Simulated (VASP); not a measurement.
Wanted: the native input for a VASP 6.6.1 run.

```yaml
Task: single point
Functional: PBE
Potentials_or_basis: VASP PAW PBE potentials, release 64 (Ti_sv)
Cutoff: 520 eV
k_mesh: 12 × 12 × 7
Occupations: gaussian, width 1 eV
Spin: no spin polarisation
Dipole_correction: no
Further_INCAR_settings: ALGO = Normal; EDIFF = 1e-06; NBANDS = 19
```

The structure of Ti lies in POSCAR:

```
Ti
1.0
    2.9390756844      0.0000000000      0.0000000000
   -1.4695378422      2.5453142064      0.0000000000
    0.0000000000      0.0000000000      4.6559893251
Ti
2
Direct
    0.3333333333      0.6666666667      0.2500000000
    0.6666666667      0.3333333333      0.7500000000
```

One way to write it, as run:

INCAR

```
PREC = Accurate
ENCUT = 520
EDIFF = 1E-6
ISMEAR = 0
SIGMA = 1.0
LREAL = F
LASPH = T
NELM = 80
ALGO = Normal
ISIF = 2
LWAVE = F
LCHARG = T
GGA = PE
LELF = T
LVHAR = T
NBANDS = 19
```

KPOINTS

```
regular mesh
0
Gamma
  12 12 7
```

Potentials or basis: VASP PAW PBE potentials, release 64 (Ti_sv).

Launch:

```sh
$ cat potpaw_PBE.64/Ti_sv/POTCAR > POTCAR
$ mpirun -np 1 vasp_std > vasp.out
```

It gave:

| Item | Value |
| --- | --- |
| Pressure | 3.6 GPa |
| Band gap on the k mesh | zero (band 12 reaches 9.14 eV, above the bottom of band 13 at 8.05 eV) |

Run time: 48 s on 1 thread of Intel(R) Xeon(R) Platinum 8175M CPU @ 2.50GHz (Skylake/Cascade Lake), on a shared host, peak memory 0.17 GiB.
